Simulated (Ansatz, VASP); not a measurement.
# Mg: VASP beside Ansatz

File INCAR:

```
ALGO     = Normal         # electronic algorithm
EDIFF    = 1E-7           # SCF threshold, eV
ENCUT    = 520            # plane-wave cutoff, eV
GGA      = PE             # functional
ISIF     = 2              # what is computed and relaxed
ISMEAR   = 0              # smearing method
LASPH    = T              # aspherical terms in the spheres
LCHARG   = T              # write CHGCAR
LELF     = T              # ELF
LREAL    = F              # projectors in reciprocal space
LVHAR    = T            
LWAVE    = F              # write WAVECAR
NBANDS   = 7              # bands
NELM     = 60             # most SCF steps
PREC     = Accurate       # precision mode
SIGMA    = 0.15           # smearing width, eV
```

File KPOINTS:

```
k-points
0
Gamma
  18 18 18
```

POSCAR

```
Mg
1.0
   -1.7499000000      1.7499000000      1.7730500000
    1.7499000000     -1.7499000000      1.7730500000
    1.7499000000      1.7499000000     -1.7730500000
Mg
1
Direct
    0.0000000000      0.0000000000      0.0000000000
```

Input for Ansatz:

```yaml
crystal:
  lattice:
    - [-1.7499, 1.7499, 1.77305]
    - [1.7499, -1.7499, 1.77305]
    - [1.7499, 1.7499, -1.77305]
  atoms:
    - { symbol: Mg, position: [0.0, 0.0, 0.0] }
basis:
  ecutwfc: 520.0
kpoints:
  mp_grid: { grid: [18, 18, 18] }
hamiltonian:
  xc: pbe
  pseudopotentials: { kind: paw }
scf:
  occupations: { method: gaussian, width: 0.15 }
output:
  forces: true
  stress: true
  eigenvalues: true
```

Alike in both runs: task single point; functional PBE; k mesh 18 × 18 × 18; occupations gaussian, width 0.15 eV; no spin polarisation.

|  | VASP | Ansatz |
| --- | --- | --- |
| version | VASP 6.6.1 | Ansatz 0.2.0 |
| potentials or method | VASP PAW PBE potentials, release 64 (Mg), cutoff 520 eV | scalar-relativistic, plane waves, PAW |
| valence electrons in the cell | 2 | 10 |

```tsv
	VASP	Ansatz	Ansatz less VASP
gap on the k mesh at the Fermi level (eV)	none	none	-
pressure (GPa)	2.0	2.1	+0.12
traceless stress, the component that is largest in VASP (GPa)	0.07	0.06	-0.002
```

A gap of «none» marks a metal or a gap that the smearing closes. VASP's potentials hold 2 valence electrons a cell and Ansatz's 10, so a difference there can come from the potentials and not from the codes.
